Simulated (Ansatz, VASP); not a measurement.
## NiI: VASP beside Ansatz

```
I Ni
1.0
     4.02832    0.00000    0.00000
    -2.01416    3.48863    0.00000
     0.00000    0.00000    6.82637
I Ni
2 2
Direct
  0.66667 0.33333 0.50519
  0.33333 0.66667 0.00519
  0.66667 0.33333 0.86982
  0.33333 0.66667 0.36982
```

Alike in both runs: task single point; functional PBE; k mesh 8 × 8 × 4; occupations fermi-dirac, width 0.05 eV; collinear spin.

|  | VASP | Ansatz |
| --- | --- | --- |
| version | VASP 6.6.1 | Ansatz 0.2.0 |
| potentials or method | VASP PAW PBE potentials, release 64 (I, Ni) | Ansatz PAW |
| plane-wave cutoff (eV) | 520 | 420 |
| valence electrons in the cell | 34 | 70 |

VASP gave:

```
gap on the k mesh at the Fermi level (eV)                     : none
pressure (GPa)                                                : 1.7
rms of the force components (eV/Å)                            : 0.007
net moment per atom (μB)                                      : 0.10
size of the moment on the site where the two differ most (μB) : 0.16
```

Q: What did Ansatz give for the same quantities?

A: gap on the k mesh at the Fermi level (eV): none; pressure (GPa): 1.8; rms of the force components (eV/Å): 0.008; net moment per atom (μB): 0.11; size of the moment on the site where the two differ most (μB): 0.18.

Site moments also hang on the region over which each program counts them. Atom by atom the forces differ by 0.000 eV/Å (rms over components). A gap of «none» marks a metal or a gap that the smearing closes. With one functional, cell and mesh, what is left measures potentials, basis and numerics. VASP's potentials hold 34 valence electrons a cell and Ansatz's 70, so a difference there can come from the potentials and not from the codes.

Neither program's run includes spin-orbit coupling.
